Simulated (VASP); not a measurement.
Wanted: the native input for a VASP 6.6.1 run.

- Task: single point
- Functional: r2SCAN
- Potentials or basis: VASP PAW PBE potentials, release 64 (Zn, Se, S)
- Cutoff: 520 eV
- k mesh: 12 × 12 × 4
- Occupations: gaussian, width 0.02 eV
- Spin: no spin polarisation
- Dipole correction: no
- Further INCAR settings: ALGO = Normal; EDIFF = 1e-06; NBANDS = 36

The system is Zn3Se2S.

```
CELL_PARAMETERS angstrom
3.94077 0.00000 0.00000
-1.97038 3.41281 0.00000
0.00000 0.00000 9.65934
ATOMIC_POSITIONS crystal
Zn 0.00000 0.00000 0.99056
Zn 0.66667 0.33333 0.33307
Zn 0.33333 0.66667 0.67591
Se 0.66667 0.33333 0.07977
Se 0.33333 0.66667 0.42166
S 0.00000 0.00000 0.74902
```

These files were run (other wordings do the same):

POSCAR

```
Zn3Se2S
1.0
    3.9407696796      0.0000000285      0.0000000000
   -1.9703848645      3.4128066387      0.0000000000
    0.0000000000      0.0000000000      9.6593423353
Zn Se S
3 2 1
Direct
    0.0000000000      0.0000000000      0.9905596708
    0.6666666667      0.3333333333      0.3330737928
    0.3333333333      0.6666666667      0.6759114568
    0.6666666667      0.3333333333      0.0797658640
    0.3333333333      0.6666666667      0.4216641654
    0.0000000000      0.0000000000      0.7490240503
```

INCAR.step1

```
SYSTEM = Zn3Se2S
  PREC = Accurate
  ENCUT = 520
  ISMEAR = 0
  SIGMA = 0.02
  LREAL = .False.
  LASPH = .True.
  NELM = 60
  NBANDS = 36
  GGA = PE
  ALGO = Normal
  EDIFF = 1E-4
  LWAVE = .True.
  LCHARG = .False.
```

INCAR.step2

```
SYSTEM = Zn3Se2S
  PREC = Accurate
  ENCUT = 520
  EDIFF = 1E-6
  ISMEAR = 0
  SIGMA = 0.02
  LREAL = .False.
  LASPH = .True.
  NELM = 60
  ALGO = Normal
  ISIF = 2
  LWAVE = .False.
  LCHARG = .True.
  METAGGA = R2SCAN
  LMIXTAU = .True.
  LELF = .True.
  LVHAR = .True.
  NBANDS = 36
  ISTART = 1
```

KPOINTS

```
Automatic mesh
0
Gamma
  12 12 4
  0 0 0
```

Potentials or basis: VASP PAW PBE potentials, release 64 (Zn, Se, S).

Run with:

```sh
$ cat potpaw_PBE.64/Zn/POTCAR potpaw_PBE.64/Se/POTCAR potpaw_PBE.64/S/POTCAR > POTCAR
$ cp INCAR.step1 INCAR
$ mpirun -np 1 vasp_std > vasp.out
$ cp INCAR.step2 INCAR
$ mpirun -np 1 vasp_std > vasp.out
```

Results of the run:

```yaml
Pressure: 0.1 GPa
Largest_force: 0.009 eV/Å
Band_gap_on_the_k_mesh: 1.95 eV
```

Caveat: the PAW data sets were made with another functional, which shifts forces and pressure a little.

It took 14 min on 1 thread of Intel(R) Xeon(R) Platinum 8488C (Sapphire Rapids) (shared host), peak memory 0.45 GiB.
